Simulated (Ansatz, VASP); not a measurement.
# Two plane-wave programs on Ni

The input INCAR:

```
ALGO = Normal
EDIFF = 1E-7
ENCUT = 520
GGA = PE
ISIF = 2
ISMEAR = -1
ISPIN = 2
LASPH = T
LCHARG = T
LELF = T
LMAXMIX = 4
LORBIT = 11
LREAL = F
LVHAR = T
LWAVE = F
MAGMOM = 1.5
NBANDS = 15
NELM = 150
PREC = Accurate
SIGMA = 0.05
```

File KPOINTS:

```
k-points
0
Gamma
  16 16 16
```

Contents of POSCAR:

```
Ni
1.0
   -1.3376882352      1.3376882352      1.4805755529
    1.3376882352     -1.3376882352      1.4805755529
    1.3376882352      1.3376882352     -1.4805755529
Ni
1
Direct
    0.0000000000      0.0000000000      0.0000000000
```

Input for Ansatz:

```yaml
crystal:
  lattice:
    - [-1.3376882352, 1.3376882352, 1.4805755529]
    - [1.3376882352, -1.3376882352, 1.4805755529]
    - [1.3376882352, 1.3376882352, -1.4805755529]
  atoms:
    - { symbol: Ni, position: [0.0, 0.0, 0.0], spin: 1.5 }
magnetization:
  spin_polarized: true
kpoints:
  mp_grid: { grid: [16, 16, 16] }
scf:
  occupations: { method: fermi_dirac, width: 0.05 }
  lower_state_search: "off"
hamiltonian:
  xc: pbe
  pseudopotentials: { kind: paw }
output:
  forces: true
  stress: true
  eigenvalues: true
  write_density: true
  write_potential: true
  elf: true
  volumetric_format: npy
```

Change from the starting cell: stretched by +7 % along [0.0, 0.0, 1.0] at fixed volume; collinear moments without spin-orbit coupling, PAW files.

Alike in both runs: task single point; functional PBE; k mesh 16 × 16 × 16; occupations fermi-dirac, width 0.05 eV; collinear spin.

```csv
,VASP,Ansatz
version,VASP 6.6.1,Ansatz 0.2.0
potentials or method,"VASP PAW PBE potentials, release 64 (Ni)","PAW with Ansatz's default frozen-core files, scalar-relativistic"
plane-wave cutoff (eV),520,420
valence electrons in the cell,10,18
```

|  | VASP | Ansatz | Ansatz less VASP |
| --- | --- | --- | --- |
| pressure (GPa) | 7.2 | 7.5 | +0.22 |
| traceless stress, the component that is largest in VASP (GPa) | 4.90 | 5.24 | +0.344 |
| net moment per atom (μB) | 0.57 | 0.58 | +0.010 |
| size of the moment on the site where the two differ most (μB) | 0.58 | 0.61 | +0.035 |

Site moments also hang on the region over which each program counts them. VASP's potentials hold 10 valence electrons a cell and Ansatz's 18, so a difference there can come from the potentials and not from the codes.
